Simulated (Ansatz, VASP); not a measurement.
# Two plane-wave programs on BeS

Contents of INCAR:

```
SYSTEM = BeS
PREC     = Accurate       ! precision mode
ENCUT    = 600            ! plane-wave cutoff, eV
EDIFF    = 1E-6           ! SCF threshold, eV
ISMEAR   = 0              ! smearing method
SIGMA    = 0.01           ! smearing width, eV
LREAL    = .False.        ! projectors in reciprocal space
LASPH    = .True.         ! aspherical terms in the spheres
NELM     = 80             ! most SCF steps
ALGO     = Normal         ! electronic algorithm
ISIF     = 3              ! what is computed and relaxed
LWAVE    = .False.        ! write WAVECAR
LCHARG   = .False.        ! write CHGCAR
GGA      = PE             ! functional
IBRION   = 2              ! ionic algorithm
NSW      = 80             ! ionic steps
EDIFFG   = -0.001         ! ionic threshold
```

Contents of KPOINTS:

```
Automatic mesh
0
Gamma
  8 8 8
  0 0 0
```

Contents of POSCAR:

```
BeS
1.0
    0.0000000000      2.4382793560      2.4382793560
    2.4382793560      0.0000000000      2.4382793560
    2.4382793560      2.4382793560      0.0000000000
Be S
1 1
Direct
    0.7500000000      0.7500000000      0.7500000000
    0.0000000000      0.0000000000      0.0000000000
```

Input for Ansatz:

```yaml
crystal:
  lattice:
    - [0.0, 2.438279356, 2.438279356]
    - [2.438279356, 0.0, 2.438279356]
    - [2.438279356, 2.438279356, 0.0]
  atoms:
    - { symbol: Be, position: [0.75, 0.75, 0.75] }
    - { symbol: S, position: [0.0, 0.0, 0.0] }
basis:
  ecutwfc: 420
kpoints:
  mp_grid: { grid: [8, 8, 8] }
hamiltonian:
  xc: pbe
scf:
  occupations: { method: fixed }
output:
  forces: true
  stress: true
  eigenvalues: true
  write_density: true
  write_potential: true
  elf: true
  volumetric_format: npy
relax:
  adjacent_minimum: "off"
  f_tol: 0.001
  max_steps: 60
  cell: { stress_tol: 0.01 }
```

Alike in both runs: task relaxation of cell and atoms; functional PBE; k mesh 8 × 8 × 8; no spin polarisation.

|  | VASP | Ansatz |
| --- | --- | --- |
| version | VASP 6.6.1 | Ansatz 0.2.0 |
| potentials or method | VASP PAW PBE potentials, release 64 (Be, S), cutoff 600 eV | scalar-relativistic, plane waves, PAW |
| occupations | gaussian, width 0.01 eV | fixed |
| valence electrons in the cell | 8 | 8 |

|  | VASP | Ansatz | Ansatz less VASP |
| --- | --- | --- | --- |
| gap on the k mesh at the Fermi level, each at its own relaxed structure (eV) | 3.15 | 3.15 | -0.002 |
| relaxed volume (Å³/atom) | 14.50 | 14.49 | -0.008 |
| relaxed cell length with the largest relative difference (Å) | 3.449 | 3.448 | -0.0006 |
